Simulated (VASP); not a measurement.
# BaTiO3 (Pm-3m) in VASP: single point with LDA

Aim: the single point of BaTiO3 with LDA.

All numbers are computed with VASP 6.6.1; they aren't measurements. Logs are shortened: lines on timing, memory, paths and dates and some standing lists are left out, and cuts for length are marked.

**1. The cell of the first run**

It takes space group Pm-3m (No. 221, cubic). The conventional cell has a = 3.935 Å, b = 3.935 Å, c = 3.935 Å, α = 90.00°, β = 90.00°, γ = 90.00°. Within 3.7 Å of Ba (site symmetry m-3m) lie 12 O at 2.78 Å and 8 Ti at 3.41 Å. Ti (site symmetry m-3m) has 6 O at 1.97 Å within 2.6 Å. Within 2.6 Å of O (site symmetry 4/mmm) lie 2 Ti at 1.97 Å.

**2. Single point, LDA**

The input, INCAR:

```
SYSTEM = BaTiO3
ALGO = Normal
EDIFF = 1E-6
ENCUT = 520
ISIF = 2
ISMEAR = 0
LASPH = .TRUE.
LCHARG = .TRUE.
LELF = .TRUE.
LREAL = .FALSE.
LVHAR = .TRUE.
LWAVE = .FALSE.
NBANDS = 28
NELM = 80
PREC = Accurate
SIGMA = 0.02
```

The input, KPOINTS:

```
k-points
0
G
  14 14 14
  0 0 0
```

The input, POSCAR:

```
BaTiO3
1.0
    3.9345184538      0.0000000000      0.0000000000
    0.0000000000      3.9345184538      0.0000000000
    0.0000000000      0.0000000000      3.9345184538
Ba Ti O
1 1 3
Direct
    0.0000000000      0.0000000000      0.0000000000
    0.5000000000      0.5000000000      0.5000000000
    0.5000000000      0.5000000000      0.0000000000
    0.5000000000      0.0000000000      0.5000000000
    0.0000000000      0.5000000000      0.5000000000
```

Potentials or basis: VASP PAW LDA potentials, release 64 (Ba_sv, Ti_sv, O).

The run is started by

```console
$ cat potpaw_LDA.64/Ba_sv/POTCAR potpaw_LDA.64/Ti_sv/POTCAR potpaw_LDA.64/O/POTCAR > POTCAR
$ mpirun -np 1 vasp_std > vasp.out
```

OUTCAR:

```text
SYSTEM = BaTiO3
   EDIFF = 1E-6
   ENCUT = 520
   ISIF = 2
   ISMEAR = 0
   LASPH = .TRUE.
   LREAL = .FALSE.
   NELM = 80
   PREC = Accurate

 ion  position               nearest neighbor table
   1  0.000  0.000  0.000-   3 2.78   4 2.78   5 2.78   4 2.78   5 2.78   3 2.78   5 2.78   5 2.78
                             3 2.78   4 2.78   4 2.78   3 2.78   2 3.41   2 3.41   2 3.41   2 3.41
   2  0.500  0.500  0.500-   3 1.97   4 1.97   5 1.97   3 1.97   4 1.97   5 1.97   1 3.41   1 3.41
                             1 3.41   1 3.41   1 3.41   1 3.41   1 3.41   1 3.41
   3  0.500  0.500  0.000-   2 1.97   2 1.97   1 2.78   1 2.78   1 2.78   1 2.78
   4  0.500  0.000  0.500-   2 1.97   2 1.97   1 2.78   1 2.78   1 2.78   1 2.78
   5  0.000  0.500  0.500-   2 1.97   2 1.97   1 2.78   1 2.78   1 2.78   1 2.78

  LATTYP: Found a simple cubic cell.
 ALAT       =     3.9345184538

  Lattice vectors:

 A1 = (   3.9345184538,   0.0000000000,   0.0000000000)
 A2 = (   0.0000000000,   3.9345184538,   0.0000000000)
 A3 = (   0.0000000000,   0.0000000000,   3.9345184538)

Analysis of symmetry for initial positions (statically):
=====================================================================
 Subroutine PRICEL returns:
 Original cell was already a primitive cell.

 Routine SETGRP: Setting up the symmetry group for a
 simple cubic supercell.

 Subroutine GETGRP returns: Found 48 space group operations
 (whereof 48 operations were pure point group operations)
 out of a pool of 48 trial point group operations.

The static configuration has the point symmetry O_h .

Analysis of symmetry for dynamics (positions and initial velocities):
=====================================================================
 Subroutine PRICEL returns:
 Original cell was already a primitive cell.

 Routine SETGRP: Setting up the symmetry group for a
 simple cubic supercell.

 Subroutine GETGRP returns: Found 48 space group operations
 (whereof 48 operations were pure point group operations)
 out of a pool of 48 trial point group operations.

The dynamic configuration has the point symmetry O_h .

 Subroutine INISYM returns: Found 48 space group operations
 (whereof 48 operations are pure point group operations),
 and found     1 'primitive' translations

----------------------------------------------------------------------------------------

                                     Primitive cell

  volume of cell :      60.9081

  direct lattice vectors                    reciprocal lattice vectors
     3.934518454  0.000000000  0.000000000     0.254160709  0.000000000  0.000000000
     0.000000000  3.934518454  0.000000000     0.000000000  0.254160709  0.000000000
     0.000000000  0.000000000  3.934518454     0.000000000  0.000000000  0.254160709

  length of vectors
     3.934518454  3.934518454  3.934518454     0.254160709  0.254160709  0.254160709

  position of ions in fractional coordinates (direct lattice)
     0.000000000  0.000000000  0.000000000
     0.500000000  0.500000000  0.500000000
     0.500000000  0.500000000  0.000000000
     0.500000000  0.000000000  0.500000000
     0.000000000  0.500000000  0.500000000

  ion indices of the primitive-cell ions
   primitive index   ion index
                 1           1
                 2           2
                 3           3
                 4           4
                 5           5

----------------------------------------------------------------------------------------

 KPOINTS: k-points

Automatic generation of k-mesh.
 Grid dimensions read from file:
 generate k-points for:   14   14   14

 Generating k-lattice:

  Cartesian coordinates                     Fractional coordinates (reciprocal lattice)
     0.018154336  0.000000000  0.000000000     0.071428571  0.000000000  0.000000000
     0.000000000  0.018154336  0.000000000     0.000000000  0.071428571  0.000000000
     0.000000000  0.000000000  0.018154336     0.000000000  0.000000000  0.071428571

  Length of vectors
     0.018154336  0.018154336  0.018154336

  Shift w.r.t. Gamma in fractional coordinates (k-lattice)
     0.000000000  0.000000000  0.000000000

 Subroutine IBZKPT returns following result:
 ===========================================

 Found    120 irreducible k-points:

 Following reciprocal coordinates:
            Coordinates               Weight
  0.000000  0.000000  0.000000      1.000000
  0.071429  0.000000  0.000000      6.000000
  0.142857  0.000000  0.000000      6.000000
  0.214286  0.000000  0.000000      6.000000
  0.285714  0.000000  0.000000      6.000000
  0.357143  0.000000  0.000000      6.000000
[... 16 lines left out ...]
  0.285714  0.214286  0.000000     24.000000
  0.357143  0.214286  0.000000     24.000000
 [... further k-points ...]
   k-points           NKPTS =    120   k-points in BZ     NKDIM =    120   number of bands    NBANDS=     28
   number of dos      NEDOS =    301   number of ions     NIONS =      5
   total plane-waves  NPLWV =  27000
   dimension x,y,z NGX =    30 NGY =   30 NGZ =   30
   dimension x,y,z NGXF=    60 NGYF=   60 NGZF=   60
   ions per type =               1   1   3
   NGX,Y,Z   is equivalent  to a cutoff of  12.68, 12.68, 12.68 a.u.
   NGXF,Y,Z  is equivalent  to a cutoff of  25.35, 25.35, 25.35 a.u.
 SYSTEM =  BaTiO3
   PREC   = accura    normal or accurate (medium, high low for compatibility)
   ISTART =      0    job   : 0-new  1-cont  2-samecut
   ICHARG =      2    charge: 1-file 2-atom 10-const
   ISPIN  =      1    spin polarized calculation?
   LNONCOLLINEAR =      F non collinear calculations
   LSORBIT =      F    spin-orbit coupling
   LASPH  =      T    aspherical Exc in radial PAW
   ENCUT  =  520.0 eV  38.22 Ry    6.18 a.u.   7.32  7.32  7.32*2*pi/ulx,y,z
   NELM   =     80;   NELMIN=  2; NELMDL= -5     # of ELM steps
   EDIFF  = 0.1E-05   stopping-criterion for ELM
   LREAL  =      F    real-space projection
   EDIFFG = 0.1E-04   stopping-criterion for IOM
   NSW    =      0    number of steps for IOM
   IBRION =     -1    ionic relax: 0-MD 1-quasi-New 2-CG
   NFREE  =      0    steps in history (QN), initial steepest desc. (CG)
   ISIF   =      2    stress and relaxation
   ISYM   =      2    0-nonsym 1-usesym 2-fastsym
   POTIM  = 0.5000    time-step for ionic-motion
   TEBEG  =    0.0;   TEEND  =   0.0 temperature during run
   PSTRESS=    0.0 pullay stress
   NELECT =      40.0000    total number of electrons
   NUPDOWN=      -1.0000    fix difference up-down
   EMIN   =  10.00;   EMAX   =-10.00  energy-range for DOS
   EFERMI =   0.00;   METHOD = LEGACY
   ISMEAR =     0;   SIGMA  =   0.02  broadening in eV -4-tet -1-fermi 0-gaus
   EFERMI_NEDOS =   21; number of points for ismear=-14 and -15
   IALGO  =     38    algorithm
   IMIX   =      4    mixing-type and parameters
     AMIX     =   0.40;   BMIX     =  1.00
     AMIX_MAG =   1.60;   BMIX_MAG =  1.00
  volume/ion in A,a.u.               =      12.18        82.21
  Fermi-wavevector in a.u.,A,eV,Ry     =   1.422995  2.689070 27.550621  2.024914
  Thomas-Fermi vector in A             =   2.543639
   LORBIT       =      0    0 simple, 1 ext, 2 COOP (PROOUT), +10 PAW based schemes
   GGA     = CA    functional components
   LHFCALC =     F    Hartree Fock is set to
   AEXX    =    0.0000 exact exchange contribution
   IVDW    =     0    specifies the selected vdW correction
   LEPSILON=     F    determine dielectric tensor
   LRPA    =     F    only Hartree local field effects (RPA)
 non-spin polarized calculation
 Gauss-broadening in eV      SIGMA  =   0.02
  energy-cutoff  :      520.00
  volume of cell :       60.91
 maximum number of plane-waves:      1662
 NGX is ok and might be reduce to    30
   NGX = 15   NGY = 15   NGZ = 15

 number of electron      39.9999991 magnetization

 Free energy of the ion-electron system (eV)
  ---------------------------------------------------
  ext. energy  EPLUGINS =         0.00000000
  ---------------------------------------------------
  free energy    TOTEN  =       -44.14957449 eV

  energy without entropy =      -44.14957449  energy(sigma->0) =      -44.14957449

 E-fermi :   4.0196     XC(G=0): -12.0022

 val. band max:        3.9368665288   @ k =   0.5000   0.5000   0.5000
 cond. band min:       5.6875681066   @ k =   0.0000   0.0000   0.0000
 fundamental gap:      1.7507015778
 Fermi energy:         4.0196428107

 k-point     1 :       0.0000    0.0000    0.0000
  band No.  band energies     occupation
      1     -51.7329      2.00000
      2     -28.3794      2.00000
      3     -28.3794      2.00000
      4     -28.3794      2.00000
      5     -20.6198      2.00000
      6     -12.7562      2.00000
[... 20 lines left out ...]
     27       8.8925      0.00000
     28      11.7243      0.00000

 k-point     2 :       0.0714    0.0000    0.0000
  band No.  band energies     occupation
      1     -51.7329      2.00000
      2     -28.3829      2.00000
      3     -28.3792      2.00000
      4     -28.3792      2.00000
      5     -20.6120      2.00000
      6     -12.7610      2.00000
[... 20 lines left out ...]
     27       9.0053      0.00000
     28      11.8530      0.00000

 k-point     3 :       0.1429    0.0000    0.0000
  band No.  band energies     occupation
      1     -51.7327      2.00000
      2     -28.3927      2.00000
      3     -28.3788      2.00000
      4     -28.3788      2.00000
      5     -20.5899      2.00000
      6     -12.7865      2.00000
[... 20 lines left out ...]
     27       9.3300      0.00000
     28      12.2257      0.00000

 k-point     4 :       0.2143    0.0000    0.0000
  band No.  band energies     occupation
      1     -51.7324      2.00000
      2     -28.4068      2.00000
      3     -28.3782      2.00000
      4     -28.3782      2.00000
      5     -20.5575      2.00000
      6     -12.8485      2.00000
[... 20 lines left out ...]
     27       9.8268      0.00000
     28      12.5641      0.00000

 k-point     5 :       0.2857    0.0000    0.0000
  band No.  band energies     occupation
      1     -51.7320      2.00000
      2     -28.4224      2.00000
      3     -28.3776      2.00000
      4     -28.3776      2.00000
      5     -20.5211      2.00000
      6     -12.9389      2.00000
[... 20 lines left out ...]
     27      10.4309      0.00000
     28      12.4657      0.00000

 k-point     6 :       0.3571    0.0000    0.0000
  band No.  band energies     occupation
      1     -51.7318      2.00000
      2     -28.4364      2.00000
      3     -28.3770      2.00000
      4     -28.3770      2.00000
      5     -20.4877      2.00000
      6     -13.0312      2.00000
[... 463 lines left out ...]
      5     -20.4376      2.00000
      6     -13.0121      2.00000
[... 20 lines left out ...]
     27      12.1279      0.00000
     28      12.6471      0.00000

 k-point    22 :       0.2143    0.2143    0.0000
  band No.  band energies     occupation
      1     -51.7318      2.00000
      2     -28.4060      2.00000
      3     -28.4046      2.00000
      4     -28.3771      2.00000
      5     -20.5044      2.00000
      6     -12.7914      2.00000
[... 20 lines left out ...]
     27      10.7056      0.00000
     28      12.7714      0.00000

 k-point    23 :       0.2857    0.2143    0.0000
  band No.  band energies     occupation
      1     -51.7315      2.00000
      2     -28.4207      2.00000
      3     -28.4044      2.00000
      4     -28.3765      2.00000
      5     -20.4733      2.00000
      6     -12.8035      2.00000
[... 20 lines left out ...]
     27      11.3019      0.00000
     28      12.9055      0.00000

 k-point    24 :       0.3571    0.2143    0.0000
  band No.  band energies     occupation
      1     -51.7312      2.00000
      2     -28.4345      2.00000
      3     -28.4037      2.00000
      4     -28.3759      2.00000
      5     -20.4450      2.00000
      6     -12.8391      2.00000
[... 20 lines left out ...]
     27      11.9256      0.00000
     28      13.0164      0.00000

 [... further k-points ...]

------------------------ aborting loop because EDIFF is reached ----------------------------------------

  FORCE on cell =-STRESS in cart. coord.  units (eV):
  Direction    XX          YY          ZZ          XY          YZ          ZX
  --------------------------------------------------------------------------------------
  -------------------------------------------------------------------------------------
  Total        0.9776512      0.9776512      0.9776512      0.0000000     -0.0000000      0.0000000
  in kB       25.7169676     25.7169676     25.7169676      0.0000000     -0.0000000      0.0000000
  external PRESSURE =      25.7169676 kB  Pullay stress =       0.0000000 kB

 VOLUME and BASIS-vectors are now :
 -----------------------------------------------------------------------------
  energy-cutoff  :      520.00
  volume of cell :       60.91
      direct lattice vectors                 reciprocal lattice vectors
     3.934518454  0.000000000  0.000000000     0.254160709  0.000000000  0.000000000
     0.000000000  3.934518454  0.000000000     0.000000000  0.254160709  0.000000000
     0.000000000  0.000000000  3.934518454     0.000000000  0.000000000  0.254160709

 POSITION                                       TOTAL-FORCE (eV/Angst)
 -----------------------------------------------------------------------------------
      0.00000      0.00000      0.00000         0.000000      0.000000      0.000000
      1.96726      1.96726      1.96726         0.000000      0.000000      0.000000
      1.96726      1.96726      0.00000         0.000000      0.000000      0.000000
      1.96726      0.00000      1.96726         0.000000      0.000000      0.000000
      0.00000      1.96726      1.96726         0.000000      0.000000      0.000000
 -----------------------------------------------------------------------------------
    total drift:                                0.000000      0.000000     -0.000000

  FREE ENERGIE OF THE ION-ELECTRON SYSTEM (eV)
  ---------------------------------------------------
  free  energy   TOTEN  =       -44.1495744920 eV

  energy  without entropy=      -44.1495744920  energy(sigma->0) =      -44.14957449
```

It took 83 s on 1 thread of AMD EPYC 9R45 (Zen 5), shared host; peak memory 0.27 GiB.

What came out:

- Free energy: -44.1496 eV
- Pressure: 2.6 GPa
- Band gap on the k mesh: 1.75 eV (least direct gap 1.84 eV)

Caveat: spin-orbit coupling is left out, which moves the levels of the heavy elements.
